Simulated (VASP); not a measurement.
# AlN (Imm2) in VASP: notebook

The runs below take AlN through single point, with PBE.

Everything below comes from runs of VASP 6.6.1. Logs are shortened: lines on timing, memory, paths and dates and some standing lists are left out, and cuts for length are marked.

## 1. The cell of the first run

Symmetry: Imm2, No. 44, orthorhombic system. The conventional cell has a = 3.139 Å, b = 3.139 Å, c = 4.439 Å, α = 90.00°, β = 90.00°, γ = 90.00°. Al (site symmetry mm2) has 4 N at 1.86 to 1.99 Å within 2.5 Å. Within 2.5 Å of N (site symmetry mm2) lie 4 Al at 1.86 to 1.99 Å.

## 2. Single point, PBE

The input, INCAR:

```
PREC = Accurate ; ENCUT = 520
EDIFF = 1E-6 ; ISMEAR = 0
SIGMA = 0.05 ; LREAL = False
LASPH = True ; NELM = 80
ALGO = Normal ; ISIF = 2
LWAVE = False ; LCHARG = False
GGA = PE ; NBANDS = 11
```

The input, KPOINTS:

```
regular mesh
0
Gamma
  10 10 10
```

The input, POSCAR:

```
AlN
1.0
    0.0000000000      2.2195293472      2.2195293472
    2.2195293472      0.0000000000      2.2195293472
    2.2195293472      2.2195293472      0.0000000000
Al N
1 1
Direct
   -0.0091503777      0.0091503777      0.0091503777
    0.7676262774      0.7323737226      0.7323737226
```

Potentials or basis: VASP PAW PBE potentials, release 64 (Al, N).

On the command line:

```sh
> cat potpaw_PBE.64/Al/POTCAR potpaw_PBE.64/N/POTCAR > POTCAR
> mpirun -np 1 vasp_std > vasp.out
```

OUTCAR:

```text
PREC = Accurate
   ENCUT = 520
   EDIFF = 1E-6
   ISMEAR = 0
   LREAL = False
   LASPH = True
   NELM = 80
   ISIF = 2
   GGA = PE

 ion  position               nearest neighbor table
   1  0.991  0.009  0.009-   2 1.86   2 1.86   2 1.99   2 1.99
   2  0.768  0.732  0.732-   1 1.86   1 1.86   1 1.99   1 1.99

  LATTYP: Found a face centered cubic cell.
 ALAT       =     4.4390586944

  Lattice vectors:

 A1 = (   0.0000000000,   2.2195293472,   2.2195293472)
 A2 = (   2.2195293472,   0.0000000000,   2.2195293472)
 A3 = (   2.2195293472,   2.2195293472,   0.0000000000)

Analysis of symmetry for initial positions (statically):
=====================================================================
 Subroutine PRICEL returns:
 Original cell was already a primitive cell.

 Routine SETGRP: Setting up the symmetry group for a
 face centered cubic supercell.

 Subroutine GETGRP returns: Found  4 space group operations
 (whereof  4 operations were pure point group operations)
 out of a pool of 48 trial point group operations.

The static configuration has the point symmetry C_2v.

Analysis of symmetry for dynamics (positions and initial velocities):
=====================================================================
 Subroutine PRICEL returns:
 Original cell was already a primitive cell.

 Routine SETGRP: Setting up the symmetry group for a
 face centered cubic supercell.

 Subroutine GETGRP returns: Found  4 space group operations
 (whereof  4 operations were pure point group operations)
 out of a pool of 48 trial point group operations.

The dynamic configuration has the point symmetry C_2v.

 Subroutine INISYM returns: Found  4 space group operations
 (whereof  4 operations are pure point group operations),
 and found     1 'primitive' translations

----------------------------------------------------------------------------------------

                                     Primitive cell

  volume of cell :      21.8682

  direct lattice vectors                    reciprocal lattice vectors
     0.000000000  2.219529347  2.219529347    -0.225272984  0.225272984  0.225272984
     2.219529347  0.000000000  2.219529347     0.225272984 -0.225272984  0.225272984
     2.219529347  2.219529347  0.000000000     0.225272984  0.225272984 -0.225272984

  length of vectors
     3.138888505  3.138888505  3.138888505     0.390184255  0.390184255  0.390184255

  position of ions in fractional coordinates (direct lattice)
     0.990849622  0.009150378  0.009150378
     0.767626277  0.732373723  0.732373723

  ion indices of the primitive-cell ions
   primitive index   ion index
                 1           1
                 2           2

----------------------------------------------------------------------------------------

 KPOINTS: regular mesh

Automatic generation of k-mesh.
 Grid dimensions read from file:
 generate k-points for:   10   10   10

 Generating k-lattice:

  Cartesian coordinates                     Fractional coordinates (reciprocal lattice)
    -0.022527298  0.022527298  0.022527298     0.100000000  0.000000000  0.000000000
     0.022527298 -0.022527298  0.022527298     0.000000000  0.100000000  0.000000000
     0.022527298  0.022527298 -0.022527298     0.000000000  0.000000000  0.100000000

  Length of vectors
     0.039018425  0.039018425  0.039018425

  Shift w.r.t. Gamma in fractional coordinates (k-lattice)
     0.000000000  0.000000000  0.000000000

 Subroutine IBZKPT returns following result:
 ===========================================

 Found    171 irreducible k-points:

 Following reciprocal coordinates:
            Coordinates               Weight
  0.000000  0.000000  0.000000      1.000000
  0.100000  0.000000  0.000000      4.000000
  0.000000  0.100000  0.000000      4.000000
  0.200000  0.000000  0.000000      4.000000
  0.000000  0.200000  0.000000      4.000000
  0.300000  0.000000  0.000000      4.000000
[... 16 lines left out ...]
  0.000000  0.400000  0.100000      4.000000
  0.100000  0.000000  0.400000      8.000000
 [... further k-points ...]
   k-points           NKPTS =    171   k-points in BZ     NKDIM =    171   number of bands    NBANDS=     11
   number of dos      NEDOS =    301   number of ions     NIONS =      2
   total plane-waves  NPLWV =  13824
   dimension x,y,z NGX =    24 NGY =   24 NGZ =   24
   dimension x,y,z NGXF=    48 NGYF=   48 NGZF=   48
   ions per type =               1   1
   NGX,Y,Z   is equivalent  to a cutoff of  12.71, 12.71, 12.71 a.u.
   NGXF,Y,Z  is equivalent  to a cutoff of  25.42, 25.42, 25.42 a.u.
 SYSTEM =  unknown system
   PREC   = accura    normal or accurate (medium, high low for compatibility)
   ISTART =      0    job   : 0-new  1-cont  2-samecut
   ICHARG =      2    charge: 1-file 2-atom 10-const
   ISPIN  =      1    spin polarized calculation?
   LNONCOLLINEAR =      F non collinear calculations
   LSORBIT =      F    spin-orbit coupling
[... 36 lines left out ...]
  energy-cutoff  :      520.00
  volume of cell :       21.87
 maximum number of plane-waves:       609
   NGX = 11   NGY = 11   NGZ = 11

 number of electron       8.0000001 magnetization

 Free energy of the ion-electron system (eV)
  ---------------------------------------------------
  ext. energy  EPLUGINS =         0.00000000
  ---------------------------------------------------
  free energy    TOTEN  =       -14.74989215 eV

  energy without entropy =      -14.74989215  energy(sigma->0) =      -14.74989215

 E-fermi :   6.0247     XC(G=0): -10.7230

 val. band max:        5.8098027887   @ k =   0.0000   0.0000   0.0000
 cond. band min:       8.7976472389   @ k =   0.5000   0.5000   0.0000
 fundamental gap:      2.9878444502
 Fermi energy:         6.0247393392

 k-point     1 :       0.0000    0.0000    0.0000
  band No.  band energies     occupation
      1      -9.1903      2.00000
      2       5.1968      2.00000
      3       5.5305      2.00000
      4       5.8098      2.00000
      5       9.2666      0.00000
      6      17.5662      0.00000
      7      17.6244      0.00000
      8      17.6653      0.00000
      9      22.7224      0.00000
     10      22.8077      0.00000
     11      23.6758      0.00000

 k-point     2 :       0.1000    0.0000    0.0000
  band No.  band energies     occupation
      1      -9.0530      2.00000
      2       4.8403      2.00000
      3       5.1487      2.00000
      4       5.6004      2.00000
      5       9.9774      0.00000
      6      17.1238      0.00000
      7      17.7507      0.00000
      8      17.7960      0.00000
      9      21.6776      0.00000
     10      21.7113      0.00000
     11      23.1611      0.00000

 k-point     3 :       0.0000    0.1000    0.0000
  band No.  band energies     occupation
      1      -9.0512      2.00000
      2       4.5066      2.00000
      3       5.4004      2.00000
      4       5.7554      2.00000
      5       9.9038      0.00000
      6      17.1705      0.00000
      7      17.6918      0.00000
      8      17.8998      0.00000
      9      21.4526      0.00000
     10      21.5515      0.00000
     11      23.5659      0.00000

 k-point     4 :       0.2000    0.0000    0.0000
  band No.  band energies     occupation
      1      -8.6642      2.00000
      2       3.2597      2.00000
      3       5.0286      2.00000
      4       5.4567      2.00000
      5      11.1308      0.00000
      6      16.3692      0.00000
      7      17.5519      0.00000
      8      17.7858      0.00000
      9      21.1463      0.00000
     10      21.3530      0.00000
     11      22.3209      0.00000
[... 239 lines left out ...]
 k-point    22 :       0.4000    0.1000    0.0000
  band No.  band energies     occupation
      1      -7.6301      2.00000
      2       0.8988      2.00000
      3       4.5314      2.00000
      4       4.9539      2.00000
      5      12.5145      0.00000
      6      14.7151      0.00000
      7      16.7292      0.00000
      8      17.1818      0.00000
      9      21.6614      0.00000
     10      23.5259      0.00000
     11      24.7614      0.00000

 k-point    23 :       0.0000    0.4000    0.1000
  band No.  band energies     occupation
      1      -7.6079      2.00000
      2       0.6992      2.00000
      3       4.6989      2.00000
      4       5.1221      2.00000
      5      12.4399      0.00000
      6      14.6433      0.00000
      7      16.9607      0.00000
      8      17.1004      0.00000
      9      21.4791      0.00000
     10      23.7217      0.00000
     11      24.5163      0.00000

 k-point    24 :       0.1000    0.0000    0.4000
  band No.  band energies     occupation
      1      -7.6053      2.00000
      2       0.6774      2.00000
      3       4.7909      2.00000
      4       5.0748      2.00000
      5      12.3752      0.00000
      6      14.7148      0.00000
      7      16.6984      0.00000
      8      17.4138      0.00000
      9      21.2983      0.00000
     10      23.9569      0.00000
     11      24.2985      0.00000

 [... further k-points ...]

------------------------ aborting loop because EDIFF is reached ----------------------------------------

  FORCE on cell =-STRESS in cart. coord.  units (eV):
  Direction    XX          YY          ZZ          XY          YZ          ZX
  --------------------------------------------------------------------------------------
  -------------------------------------------------------------------------------------
  Total       -0.6415348     -0.3454995     -0.3454995      0.0000000     -0.8273190      0.0000000
  in kB      -47.0021968    -25.3131001    -25.3131001      0.0000000    -60.6137163      0.0000000
  external PRESSURE =     -32.5427990 kB  Pullay stress =       0.0000000 kB

 VOLUME and BASIS-vectors are now :
 -----------------------------------------------------------------------------
  energy-cutoff  :      520.00
  volume of cell :       21.87
      direct lattice vectors                 reciprocal lattice vectors
     0.000000000  2.219529347  2.219529347    -0.225272984  0.225272984  0.225272984
     2.219529347  0.000000000  2.219529347     0.225272984 -0.225272984  0.225272984
     2.219529347  2.219529347  0.000000000     0.225272984  0.225272984 -0.225272984

 POSITION                                       TOTAL-FORCE (eV/Angst)
 -----------------------------------------------------------------------------------
      0.04062      2.21953      2.21953        -1.494608     -0.000000     -0.000000
      3.25105      3.32929      3.32929         1.494608      0.000000      0.000000
 -----------------------------------------------------------------------------------
    total drift:                                0.000280     -0.000000     -0.000000

  FREE ENERGIE OF THE ION-ELECTRON SYSTEM (eV)
  ---------------------------------------------------
  free  energy   TOTEN  =       -14.7498921464 eV

  energy  without entropy=      -14.7498921464  energy(sigma->0) =      -14.74989215
```

Wall time 42 s (1 thread of AMD EPYC 7R13 (Zen 3), shared host); peak memory 0.13 GiB.

Results:

- Free energy: -14.7499 eV
- Pressure: -3.3 GPa
- Largest force: 1.495 eV/Å
- Band gap on the k mesh: 2.99 eV, indirect (least direct gap 3.46 eV)

Forces in eV/Å, atoms in the order of the input:
```
Al  -1.495  0.000  0.000
N    1.495  0.000  0.000
```

Stress tensor (GPa, compression positive):
```
-4.70  0.00  0.00
 0.00 -2.53 -6.06
 0.00 -6.06 -2.53
```

Levels at points of the mesh, in eV from the valence-band top:
```tsv
k point	band 1	band 2	band 3	band 4	band 5	band 6	band 7	band 8	band 9
(0.00, 0.00, 0.00)	-15.00	-0.61	-0.28	0.00	3.46	11.76	11.81	11.86	16.91
(0.50, 0.00, 0.00)	-13.11	-5.84	-1.06	-0.66	6.66	9.27	10.39	10.66	16.93
(0.00, 0.50, 0.00)	-13.08	-6.04	-0.84	-0.50	6.57	9.13	10.44	10.81	16.99
(0.50, 0.50, 0.00)	-12.51	-5.06	-2.00	-1.98	2.99	7.94	12.95	14.88	14.92
(0.00, 0.50, 0.50)	-12.51	-5.04	-2.25	-1.81	3.01	8.04	12.95	14.82	14.86
```

Caveat: forces of over 1 eV/Å act on the atoms, so gaps and moduli don't describe the material at rest. As with any semilocal functional, this PBE gap is likely too small.

## 3. Single point, PBE

This run uses another cell than the first one, of 11.21 Å³/atom, 1.025 times its volume.

The input, INCAR:

```
PREC = Accurate
ENCUT = 520
EDIFF = 1E-6
ISMEAR = 0
SIGMA = 0.05
LREAL = F
LASPH = T
NELM = 60
ALGO = Normal
ISIF = 2
LWAVE = F
LCHARG = F
GGA = PE
NBANDS = 11
```

The input, KPOINTS:

```
Automatic mesh
0
Gamma
  10 10 10
```

The input, POSCAR:

```
AlN
1.0
    0.0000000000      2.2380199219      2.2380199219
    2.2380199219      0.0000000000      2.2380199219
    2.2380199219      2.2380199219      0.0000000000
Al N
1 1
Direct
   -0.0068627833      0.0068627833      0.0068627833
    0.7632197081      0.7367802919      0.7367802919
```

Potentials or basis: VASP PAW PBE potentials, release 64 (Al, N).

On the command line:

```sh
> cat potpaw_PBE.64/Al/POTCAR potpaw_PBE.64/N/POTCAR > POTCAR
> mpirun -np 1 vasp_std > vasp.out
```

Wall time 45 s (1 thread of AMD EPYC 7R13 (Zen 3), shared host); peak memory 0.13 GiB.

The run converged. Its results:

| Item | Value |
| --- | --- |
| Free energy | -14.7684 eV |
| Pressure | -8.1 GPa |
| Largest force | 1.056 eV/Å |
| Band gap on the k mesh | 3.05 eV, indirect (least direct gap 3.33 eV) |

Forces on the atoms (eV/Å):
```
Al  -1.056  0.000  0.000
N    1.056  0.000  0.000
```

Stress tensor (GPa, compression positive):
```
-8.83  0.00  0.00
 0.00 -7.74 -3.66
 0.00 -3.66 -7.74
```

Levels at points of the mesh, in eV from the valence-band top:
```csv
k point,band 2,band 3,band 4,band 5,band 6,band 7
"(0.00, 0.00, 0.00)",-0.46,-0.21,0.00,3.33,11.59,11.64
"(0.50, 0.00, 0.00)",-5.69,-0.91,-0.61,6.51,9.17,10.32
"(0.00, 0.50, 0.00)",-5.85,-0.75,-0.49,6.45,9.07,10.37
"(0.50, 0.50, 0.00)",-4.92,-1.91,-1.90,3.05,7.90,12.74
"(0.00, 0.50, 0.50)",-4.90,-2.09,-1.76,3.06,7.95,12.74
```

Caveat: forces of over 1 eV/Å act on the atoms, so gaps and moduli don't describe the material at rest.

## 4. Single point, PBE

This run uses another cell than the first one, of 11.21 Å³/atom, 1.025 times its volume.

The input, INCAR:

```
SYSTEM = AlN
  PREC = Accurate
  ENCUT = 520
  EDIFF = 1E-6
  ISMEAR = 0
  SIGMA = 0.05
  LREAL = .False.
  LASPH = .True.
  NELM = 80
  ALGO = Normal
  ISIF = 2
  LWAVE = .False.
  LCHARG = .True.
  GGA = PE
  LELF = .True.
  LVHAR = .True.
  NBANDS = 11
```

The input, KPOINTS:

```
Automatic mesh
0
Gamma
  10 10 10
  0 0 0
```

The input, POSCAR:

```
AlN
1.0
    0.0000000000      2.2380199219      2.2380199219
    2.2380199219      0.0000000000      2.2380199219
    2.2380199219      2.2380199219      0.0000000000
Al N
1 1
Direct
   -0.0022875944      0.0022875944      0.0022875944
    0.7544065694      0.7455934306      0.7455934306
```

On the command line:

```sh
> cat potpaw_PBE.64/Al/POTCAR potpaw_PBE.64/N/POTCAR > POTCAR
> mpirun -np 1 vasp_std > vasp.out
```

It took 42 s on 1 thread of AMD EPYC 7R13 (Zen 3), shared host; peak memory 0.13 GiB.

The run converged. Its results:

| Property | Result |
| --- | --- |
| Free energy | -14.8107 eV |
| Pressure | -8.8 GPa |
| Largest force | 0.355 eV/Å |
| Band gap on the k mesh | 3.20 eV, indirect (least direct gap 3.48 eV) |

Forces on the atoms (eV/Å):
```
Al  -0.355  0.000  0.000
N    0.355  0.000  0.000
```

Stress tensor (GPa, compression positive):
```
-8.89  0.00  0.00
 0.00 -8.77 -1.20
 0.00 -1.20 -8.77
```

Levels at points of the mesh, in eV from the valence-band top:
| k point | band 1 | band 2 | band 3 | band 4 | band 5 | band 6 | band 7 | band 8 | band 9 |
| --- | --- | --- | --- | --- | --- | --- | --- | --- | --- |
| (0.00, 0.00, 0.00) | -14.64 | -0.15 | -0.08 | 0.00 | 3.48 | 11.76 | 11.78 | 11.79 | 17.02 |
| (0.50, 0.00, 0.00) | -12.81 | -5.60 | -0.62 | -0.52 | 6.65 | 9.31 | 10.56 | 10.64 | 16.96 |
| (0.00, 0.50, 0.00) | -12.80 | -5.66 | -0.57 | -0.48 | 6.64 | 9.27 | 10.58 | 10.67 | 16.98 |
| (0.50, 0.50, 0.00) | -12.24 | -4.76 | -1.77 | -1.77 | 3.20 | 8.08 | 12.93 | 14.76 | 14.77 |
| (0.00, 0.50, 0.50) | -12.24 | -4.76 | -1.83 | -1.72 | 3.20 | 8.09 | 12.93 | 14.76 | 14.76 |

A k mesh can miss the band edges. As with any semilocal functional, this PBE gap is likely too small.

## 5. Single point, PBE

This run uses another cell than the first one, of 11.21 Å³/atom, 1.025 times its volume.

The input, INCAR:

```
SYSTEM = AlN
PREC = Accurate
ENCUT = 520
EDIFF = 1E-7
ISMEAR = 0
SIGMA = 0.05
LREAL = .False.
LASPH = .True.
NELM = 100
ALGO = Normal
ISIF = 2
LWAVE = .False.
LCHARG = .False.
GGA = PE
NBANDS = 11
```

KPOINTS is that of step 4.

The input, POSCAR:

```
AlN
1.0
    0.0000000000      2.2380199219      2.2380199219
    2.2380199219      0.0000000000      2.2380199219
    2.2380199219      2.2380199219      0.0000000000
Al N
1 1
Direct
   -0.0091503777      0.0091503777      0.0091503777
    0.7676262774      0.7323737226      0.7323737226
```

On the command line:

```sh
> cat potpaw_PBE.64/Al/POTCAR potpaw_PBE.64/N/POTCAR > POTCAR
> mpirun -np 1 vasp_std > vasp.out
```

Wall time 48 s (1 thread of AMD EPYC 7R13 (Zen 3), shared host); peak memory 0.13 GiB.

Results (log left out):

| Property | Result |
| --- | --- |
| Free energy | -14.7316 eV |
| Pressure | -7.5 GPa |
| Largest force | 1.399 eV/Å |
| Band gap on the k mesh | 2.97 eV, indirect (least direct gap 3.25 eV) |

Forces on the atoms (eV/Å):
```
Al  -1.399  0.000  0.000
N    1.399  0.000  0.000
```

Stress tensor (GPa, compression positive):
```
-8.76  0.00  0.00
 0.00 -6.84 -4.94
 0.00 -4.94 -6.84
```

Levels at points of the mesh, in eV from the valence-band top:
| k point | band 2 | band 3 | band 4 | band 5 | band 6 | band 7 |
| --- | --- | --- | --- | --- | --- | --- |
| (0.00, 0.00, 0.00) | -0.61 | -0.28 | 0.00 | 3.25 | 11.52 | 11.58 |
| (0.50, 0.00, 0.00) | -5.73 | -1.06 | -0.65 | 6.44 | 9.10 | 10.22 |
| (0.00, 0.50, 0.00) | -5.95 | -0.84 | -0.50 | 6.36 | 8.97 | 10.27 |
| (0.50, 0.50, 0.00) | -4.99 | -1.97 | -1.96 | 2.97 | 7.79 | 12.64 |
| (0.00, 0.50, 0.50) | -4.97 | -2.22 | -1.78 | 3.00 | 7.89 | 12.64 |

Caveat: forces of over 1 eV/Å act on the atoms, so gaps and moduli don't describe the material at rest.

## 6. Single point, PBE

This run uses another cell than the first one, of 11.21 Å³/atom, 1.025 times its volume.

The input, INCAR:

```
SYSTEM = AlN
PREC = Accurate ; ENCUT = 520
EDIFF = 1E-6 ; ISMEAR = 0
SIGMA = 0.05 ; LREAL = .False.
LASPH = .True. ; NELM = 100
ALGO = Normal ; ISIF = 2
LWAVE = .False. ; LCHARG = .False.
GGA = PE ; NBANDS = 11
```

The input, KPOINTS:

```
regular mesh
0
Gamma
  10 10 10
  0 0 0
```

The input, POSCAR:

```
AlN
1.0
    0.0000000000      2.2380199219      2.2380199219
    2.2380199219      0.0000000000      2.2380199219
    2.2380199219      2.2380199219      0.0000000000
Al N
1 1
Direct
   -0.0045751888      0.0045751888      0.0045751888
    0.7588131387      0.7411868613      0.7411868613
```

Potentials or basis: VASP PAW PBE potentials, release 64 (Al, N).

On the command line:

```sh
> cat potpaw_PBE.64/Al/POTCAR potpaw_PBE.64/N/POTCAR > POTCAR
> mpirun -np 1 vasp_std > vasp.out
```

Run time: 44 s. Hardware: 1 thread of AMD EPYC 7R13 (Zen 3), shared host; peak memory 0.13 GiB.

Results (log left out):

| Property | Result |
| --- | --- |
| Free energy | -14.7948 eV |
| Pressure | -8.5 GPa |
| Largest force | 0.707 eV/Å |
| Band gap on the k mesh | 3.12 eV, indirect (least direct gap 3.41 eV) |

Forces in eV/Å, atoms in the order of the input:
```
Al  -0.707  0.000  0.000
N    0.707  0.000  0.000
```

Stress tensor (GPa, compression positive):
```
-8.87  0.00  0.00
 0.00 -8.39 -2.42
 0.00 -2.42 -8.39
```

Levels at points of the mesh, in eV from the valence-band top:
```tsv
k point	band 1	band 2	band 3	band 4	band 5	band 6	band 7	band 8
(0.00, 0.00, 0.00)	-14.72	-0.31	-0.15	0.00	3.41	11.68	11.70	11.73
(0.50, 0.00, 0.00)	-12.89	-5.65	-0.77	-0.57	6.58	9.24	10.44	10.60
(0.00, 0.50, 0.00)	-12.87	-5.76	-0.66	-0.48	6.55	9.17	10.48	10.66
(0.50, 0.50, 0.00)	-12.31	-4.84	-1.84	-1.84	3.12	8.00	12.84	14.69
(0.00, 0.50, 0.50)	-12.31	-4.83	-1.96	-1.74	3.13	8.02	12.84	14.68
```

A k mesh can miss the band edges. Expect the measured gap to be larger: semilocal functionals such as PBE lack the derivative discontinuity.
